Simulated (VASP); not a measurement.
NdBi2S3, 6 atoms in the cell. Symmetry: P-3m1, No. 164, trigonal system. Conventional cell: a = 4.515 Å, b = 4.515 Å, c = 9.193 Å, α = 90.00°, β = 90.00°, γ = 120.00°. Within 3.9 Å of Nd (site symmetry -3m) lie 6 S at 2.94 Å. Bi (site symmetry 3m) has 6 S at 2.85 to 3.34 Å and 3 Bi at 3.48 Å within 3.8 Å. S (site symmetry 3m) has 3 Nd at 2.94 Å and 3 Bi at 3.34 Å and 3 S at 3.76 Å within 3.9 Å. Within 3.8 Å of S (site symmetry -3m) lie 6 Bi at 2.85 Å. The cell was built from a structure type or drawn by symmetry, and may not be a known phase.

- Program: VASP 6.6.1
- Task: single point
- Functional: PBE
- Potentials or basis: VASP PAW PBE potentials, release 64 (Nd_3, Bi_d, S), 4f in core
- Cutoff: 500 eV
- k mesh: 12 × 12 × 4
- Occupations: gaussian, width 0.1 eV
- Spin: no spin polarisation
- Dipole correction: no
- Mended: yes
- Further INCAR settings: ALGO = Normal; EDIFF = 1e-06; NBANDS = 38

Potentials or basis: VASP PAW PBE potentials, release 64 (Nd_3, Bi_d, S), 4f in core.

The run is started by

```bash
$ cat potpaw_PBE.64/Nd_3/POTCAR potpaw_PBE.64/Bi_d/POTCAR potpaw_PBE.64/S/POTCAR > POTCAR
$ mpirun -np 1 vasp_std > vasp.out
```

Hardware: 1 thread of Intel(R) Xeon(R) 6975P-C (Granite Rapids) (shared host).

Question: How long does it take, and how much memory?

Answer: Wall time 3.9 min on 1 thread of Intel(R) Xeon(R) 6975P-C (Granite Rapids), on a shared host, peak memory 0.52 GiB. Counts: scf iterations 15, k points 69.
